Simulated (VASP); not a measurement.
# ReMo7S16 (P-6m2) in VASP: notebook, part 2 of 3

VASP 6.6.1. The steps go on from the part before.

## (3) Single point, PBEsol+U, collinear spin, zero start

The input, INCAR:

```
ALGO = Normal
EDIFF = 1E-6
ENCUT = 520
GGA = PS
ISIF = 2
ISMEAR = 0
ISPIN = 2
LASPH = True
LCHARG = False
LDAU = True
LDAUJ = 0 0 0
LDAUL = 2 -1 -1
LDAUPRINT = 1
LDAUTYPE = 2
LDAUU = 2 0 0
LMAXMIX = 4
LORBIT = 11
LREAL = Auto
LUSENCCL = False
LWAVE = False
MAGMOM = 0 0 0 0 0 0 0 0 0 0 0 0 0 0 0 0 0 0 0 0 0 0 0 0
NBANDS = 122
NELM = 150
PREC = Accurate
SIGMA = 0.05
```

The input, KPOINTS:

```
k-points
0
Gamma
  3 3 2
```

The input, POSCAR:

```
ReMo7S16
1.0
    6.3379961000      0.0000000000      0.0000000000
   -3.1689980000      5.4888656000      0.0000000000
    0.0000000000      0.0000000000     12.3240000000
Re Mo S
1 7 16
Direct
    0.1666666667      0.3333333333      0.2500000000
    0.1648309489      0.8324154744      0.2500000000
    0.6675845256      0.3351690511      0.2500000000
    0.6675845256      0.8324154744      0.2500000000
    0.3333279472      0.1666720528      0.7500000000
    0.3333279472      0.6666558945      0.7500000000
    0.8333441055      0.1666720528      0.7500000000
    0.8333333333      0.6666666667      0.7500000000
    0.1666666667      0.3333333333      0.6241038936
    0.1667169548      0.8333584774      0.6240794844
    0.6666415226      0.3332830452      0.6240794844
    0.6666415226      0.8333584774      0.6240794844
    0.3321583312      0.1678416688      0.1250631807
    0.3321583312      0.6643166625      0.1250631807
    0.8356833375      0.1678416688      0.1250631807
    0.8333333333      0.6666666667      0.1235096617
    0.1666666667      0.3333333333      0.8758961064
    0.1667169548      0.8333584774      0.8759205156
    0.6666415226      0.3332830452      0.8759205156
    0.6666415226      0.8333584774      0.8759205156
    0.3321583312      0.1678416688      0.3749368193
    0.3321583312      0.6643166625      0.3749368193
    0.8356833375      0.1678416688      0.3749368193
    0.8333333333      0.6666666667      0.3764903383
```

Potentials or basis: VASP PAW PBE potentials, release 64 (Re, Mo_sv, S).

Launch:

```sh
$ cat potpaw_PBE.64/Re/POTCAR potpaw_PBE.64/Mo_sv/POTCAR potpaw_PBE.64/S/POTCAR > POTCAR
$ mpirun -np 1 vasp_std > vasp.out
```

OUTCAR:

```text
EDIFF = 1E-6
   ENCUT = 520
   GGA = PS
   ISIF = 2
   ISMEAR = 0
   ISPIN = 2
   LASPH = True
   LORBIT = 11
   LREAL = Auto
   NELM = 150
   PREC = Accurate

 ion  position               nearest neighbor table
   1  0.167  0.333  0.250-  13 2.38  21 2.38  14 2.38  22 2.38  15 2.38  23 2.38   2 3.17   2 3.17
                             4 3.17   4 3.17   3 3.17   3 3.17
   2  0.165  0.832  0.250-  16 2.40  24 2.40  22 2.40  14 2.40  13 2.40  21 2.40   3 3.15   4 3.15
                             1 3.17   1 3.17   3 3.19   4 3.19
   3  0.668  0.335  0.250-  16 2.40  24 2.40  23 2.40  15 2.40  13 2.40  21 2.40   4 3.15   2 3.15
                             1 3.17   1 3.17   4 3.19   2 3.19
   4  0.668  0.832  0.250-  16 2.40  24 2.40  23 2.40  15 2.40  14 2.40  22 2.40   3 3.15   2 3.15
                             1 3.17   1 3.17   3 3.19   2 3.19
   5  0.333  0.167  0.750-   9 2.40  17 2.40  10 2.40  18 2.40  11 2.40  19 2.40   6 3.17   7 3.17
                             8 3.17   8 3.17   6 3.17   7 3.17
   6  0.333  0.667  0.750-   9 2.40  17 2.40  10 2.40  18 2.40  12 2.40  20 2.40   5 3.17   7 3.17
                             8 3.17   8 3.17   5 3.17   7 3.17
   7  0.833  0.167  0.750-   9 2.40  17 2.40  12 2.40  20 2.40  19 2.40  11 2.40   6 3.17   5 3.17
                             8 3.17   8 3.17   6 3.17   5 3.17
   8  0.833  0.667  0.750-  11 2.40  19 2.40  12 2.40  20 2.40  10 2.40  18 2.40   7 3.17   7 3.17
                             5 3.17   5 3.17   6 3.17   6 3.17
   9  0.167  0.333  0.624-   5 2.40   6 2.40   7 2.40
[... 1691 lines left out ...]
    -3.168998000  5.488865600  0.000000000     0.000000000  0.182187008  0.000000000
     0.000000000  0.000000000 12.324000000     0.000000000 -0.000000000  0.081142486

 POSITION                                       TOTAL-FORCE (eV/Angst)
 -----------------------------------------------------------------------------------
      0.00000      1.82962      3.08100         0.000000      0.000000     -0.000000
     -1.59323      4.56902      3.08100        -0.008841     -0.005104     -0.000000
      3.16900      1.83970      3.08100         0.000000      0.010209     -0.000000
      1.59323      4.56902      3.08100         0.008841     -0.005104     -0.000000
      1.58445      0.91484      9.24300        -0.001772      0.001023     -0.000000
      0.00000      3.65918      9.24300        -0.000000     -0.002046     -0.000000
[... 16 lines left out ...]
      4.76467      0.92126      4.62072        -0.039652     -0.022893      0.047177
      3.16900      3.65924      4.63987         0.000000      0.000000      0.007578
 -----------------------------------------------------------------------------------
    total drift:                                0.000006     -0.000003      0.000000

  FREE ENERGIE OF THE ION-ELECTRON SYSTEM (eV)
  ---------------------------------------------------
  free  energy   TOTEN  =      -184.8471118657 eV

  energy  without entropy=     -184.8403692611  energy(sigma->0) =     -184.84374056

 total charge

# of ion       s       p       d       tot
------------------------------------------
    1        0.533   0.652   4.885   6.070
    2        2.299   6.220   3.980  12.499
    3        2.299   6.220   3.980  12.499
    4        2.299   6.220   3.980  12.499
    5        2.295   6.223   3.975  12.494
    6        2.295   6.223   3.975  12.494
[... 16 lines left out ...]
   23        1.360   2.310   0.000   3.670
   24        1.359   2.318   0.000   3.678
--------------------------------------------------
tot         38.340  81.293  32.725 152.358

 magnetization (x)

# of ion       s       p       d       tot
------------------------------------------
    1        0.000   0.000   0.000   0.000
    2        0.000   0.000   0.000   0.000
    3        0.000   0.000   0.000   0.000
    4        0.000   0.000   0.000   0.000
    5       -0.000  -0.000   0.000  -0.000
    6       -0.000  -0.000   0.000  -0.000
[... 16 lines left out ...]
   23       -0.000  -0.000   0.000  -0.000
   24        0.000  -0.000   0.000  -0.000
--------------------------------------------------
tot         -0.000  -0.000   0.000   0.000
```

OSZICAR:

```text
N       E                     dE             d eps       ncg     rms          rms(c)
DAV:   1     0.175255103231E+04    0.17526E+04   -0.11039E+05  4688   0.159E+03
DAV:   2    -0.550082321138E+02   -0.18076E+04   -0.17425E+04  4712   0.437E+02
DAV:   3    -0.191510709299E+03   -0.13650E+03   -0.13375E+03  4984   0.105E+02
DAV:   4    -0.196342888598E+03   -0.48322E+01   -0.47762E+01  4312   0.166E+01
DAV:   5    -0.196574783527E+03   -0.23189E+00   -0.22824E+00  4792   0.388E+00    0.769E+01
DAV:   6    -0.187614742594E+03    0.89600E+01   -0.72619E+01  4328   0.390E+01    0.268E+01
DAV:   7    -0.186128739039E+03    0.14860E+01   -0.32109E+01  4824   0.253E+01    0.192E+01
DAV:   8    -0.184860696094E+03    0.12680E+01   -0.45619E+00  4512   0.868E+00    0.646E+00
DAV:   9    -0.184862878058E+03   -0.21820E-02   -0.74904E-01  5208   0.320E+00    0.243E+00
DAV:  10    -0.184851672827E+03    0.11205E-01   -0.17184E-01  4776   0.306E+00    0.195E+00
DAV:  11    -0.184851049514E+03    0.62331E-03   -0.29065E-02  4776   0.895E-01    0.122E+00
DAV:  12    -0.184848322209E+03    0.27273E-02   -0.26557E-02  4232   0.670E-01    0.692E-01
DAV:  13    -0.184847621633E+03    0.70058E-03   -0.10807E-02  4240   0.505E-01    0.384E-01
DAV:  14    -0.184847195219E+03    0.42641E-03   -0.18598E-03  4158   0.188E-01    0.190E-01
DAV:  15    -0.184847162902E+03    0.32317E-04   -0.59350E-04  4560   0.153E-01    0.113E-01
DAV:  16    -0.184847127146E+03    0.35756E-04   -0.19406E-04  4710   0.884E-02    0.746E-02
DAV:  17    -0.184847112598E+03    0.14548E-04   -0.47919E-05  4752   0.480E-02    0.228E-02
DAV:  18    -0.184847111866E+03    0.73270E-06   -0.37976E-06  3478   0.102E-02
   1 F= -.18484711E+03 E0= -.18484374E+03  d E =-.674260E-02  mag=     0.0000
```

It took 85 s on 1 × NVIDIA H100 80GB with 1 thread of AMD EPYC 7R13 (Zen 3), shared host; peak memory 1.7 GiB.

What came out:

```
Free energy                                           : -184.8471 eV
Pressure                                              : -1.6 GPa
Largest force                                         : 0.066 eV/Å
Net moment                                            : 0.00 μB per cell
Valence electrons inside the program's atomic spheres : Re 6.07; Mo 12.50, 12.49 (each value once); S 3.68, 3.67 (each value once)
```

Forces in eV/Å, atoms in the order of the input:
```
Re   0.000  0.000  0.000
Mo  -0.009 -0.005  0.000
Mo   0.000  0.010  0.000
Mo   0.009 -0.005  0.000
Mo  -0.002  0.001  0.000
Mo   0.000 -0.002  0.000
Mo   0.002  0.001  0.000
Mo   0.000  0.000  0.000
S    0.000  0.000 -0.009
S    0.000  0.000 -0.010
S    0.000  0.000 -0.010
S    0.000  0.000 -0.010
S    0.040 -0.023 -0.047
S    0.000  0.046 -0.047
S   -0.040 -0.023 -0.047
S    0.000  0.000 -0.008
S    0.000  0.000  0.009
S    0.000  0.000  0.010
S    0.000  0.000  0.010
S    0.000  0.000  0.010
S    0.040 -0.023  0.047
S    0.000  0.046  0.047
S   -0.040 -0.023  0.047
S    0.000  0.000  0.008
```

Stress tensor (GPa, compression positive):
```
-2.48  0.00  0.00
 0.00 -2.48  0.00
 0.00  0.00  0.23
```

Levels at points of the mesh, in eV from the Fermi level:
Spin up:
| k point | band 96 | band 97 | band 98 | band 99 | band 100 | band 101 | band 102 | band 103 | band 104 | band 105 |
| --- | --- | --- | --- | --- | --- | --- | --- | --- | --- | --- |
| (0.00, 0.00, 0.00) | -2.09 | -2.09 | -2.09 | -2.05 | -0.90 | 0.30 | 0.30 | 0.59 | 0.75 | 0.89 |
| (0.00, 0.00, 0.50) | -2.10 | -2.10 | -2.10 | -1.33 | -1.03 | 0.30 | 0.30 | 0.59 | 0.77 | 0.89 |
Spin down:
| k point | band 98 | band 99 | band 100 | band 101 | band 102 | band 103 |
| --- | --- | --- | --- | --- | --- | --- |
| (0.00, 0.00, 0.00) | -2.09 | -2.05 | -0.90 | 0.30 | 0.30 | 0.59 |
| (0.00, 0.00, 0.50) | -2.10 | -1.33 | -1.03 | 0.30 | 0.30 | 0.59 |

Eigenvalues of the final occupation matrices:
```csv
site,spin,trace,eigenvalues
site 1 d,1,2.48,0.44 0.44 0.50 0.50 0.61
site 1 d,2,2.48,0.44 0.44 0.50 0.50 0.61
```

Caveat: the k points lie up to 0.38 Å⁻¹ apart; no moment was typed at the start, so none could form; the PAW data sets were made with another functional, which shifts forces and pressure a little; spin-orbit coupling is left out, which moves the levels of the heavy elements; this functional lacks dispersion, which binds layers or chains, so the pressure and a relaxed spacing across them are unreliable.

(Continued in part 3 of 3.)
